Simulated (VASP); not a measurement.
Input of a VASP 6.6.1 run:

Contents of INCAR:

```
SYSTEM = C
PREC     = Accurate       ! precision mode
ENCUT    = 520            ! plane-wave cutoff, eV
EDIFF    = 1E-6           ! SCF threshold, eV
ISMEAR   = 0              ! smearing method
SIGMA    = 0.05           ! smearing width, eV
LREAL    = .False.        ! projectors in reciprocal space
LASPH    = .True.         ! aspherical terms in the spheres
NELM     = 100            ! most SCF steps
ALGO     = Normal         ! electronic algorithm
ISIF     = 2              ! what is computed and relaxed
LWAVE    = .False.        ! write WAVECAR
LCHARG   = .False.        ! write CHGCAR
NBANDS   = 31             ! bands
```

Contents of KPOINTS:

```
Automatic mesh
0
Gamma
  10 10 3
  0 0 0
```

The input POSCAR:

```
C
1.0
   -2.4912907516      0.0000000000      0.0000000000
   -1.2456453758     -2.1575210791      0.0000000000
   -0.9341094673     -0.5393083524     10.2538776052
C
10
Direct
   -0.4850764425     -0.4850764425      0.8741556576
    0.5521464225      0.5521464225      0.7252443424
    0.0353241222      0.0353241222      0.1257869493
    0.6150458578      0.6150458578      0.4736130507
   -0.0019234208     -0.0019234208      0.2747969895
    0.6522934008      0.6522934008      0.3246030105
   -0.1642759562     -0.1642759562      0.9242937306
    0.2313459362      0.2313459362      0.6751062694
    0.3811861205      0.3811861205      0.0756656066
    0.2691838595      0.2691838595      0.5237343934
```

Potentials or basis: VASP PAW LDA potentials, release 64 (C).

Command:

```sh
$ cat potpaw_LDA.64/C/POTCAR > POTCAR
$ mpirun -np 1 vasp_std > vasp.out
```

(1) Predict the largest force.

(2) Predict the pressure.

(3) Predict the band gap on the k mesh.

Results:

(1) 3.984 eV/Å.

(2) 5.7 GPa.

(3) zero (band 20 reaches 10.80 eV, above the bottom of band 21 at 10.46 eV).

Caveat: forces of over 1 eV/Å act on the atoms, so gaps and moduli don't describe the material at rest.
